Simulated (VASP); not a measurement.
Write the native input for VASP 6.6.1 that does the following.

| Item | Value |
| --- | --- |
| Task | single point |
| Functional | PBEsol |
| Potentials or basis | VASP PAW PBE potentials, release 64 (Ru_pv) |
| Cutoff | 500 eV |
| k mesh | 6 × 6 × 4 |
| Occupations | gaussian, width 0.1 eV |
| Spin | no spin polarisation |
| Dipole correction | no |
| Further INCAR settings | ALGO = Normal; EDIFF = 1e-06; NBANDS = 21 |

The structure of Ru lies in POSCAR:

```
Ru
1.0
    2.6896614238      0.0000000000      0.0000000000
   -1.3448307119      2.3293151206      0.0000000000
    0.0000000000      0.0000000000      4.2523154401
Ru
2
Direct
    0.3333333333      0.6666666667      0.2500000000
    0.6666666667      0.3333333333      0.7500000000
```

The input as run:

INCAR

```
ALGO = Normal ; EDIFF = 1E-6
ENCUT = 500 ; GGA = PS
GGA_COMPAT = F ; ISIF = 2
ISMEAR = 0 ; LASPH = T
LCHARG = F ; LREAL = F
LWAVE = F ; NBANDS = 21
NELM = 120 ; PREC = Accurate
SIGMA = 0.1
```

KPOINTS

```
k-points
0
Gamma
  6 6 4
```

Potentials or basis: VASP PAW PBE potentials, release 64 (Ru_pv).

Launch:

```sh
$ cat potpaw_PBE.64/Ru_pv/POTCAR > POTCAR
$ mpirun -np 1 vasp_std > vasp.out
```

Results of the run:

```yaml
Pressure: 0.8 GPa
Band_gap_on_the_k_mesh: zero (band 14 reaches 14.54 eV, above the bottom of band 15 at 11.62 eV)
```

Caveat: the k points lie up to 0.45 Å⁻¹ apart; the PAW data sets were made with another functional, which shifts forces and pressure a little.

It took 8.7 s on 1 thread of Intel(R) Xeon(R) 6975P-C (Granite Rapids), on a shared host, peak memory 0.14 GiB.
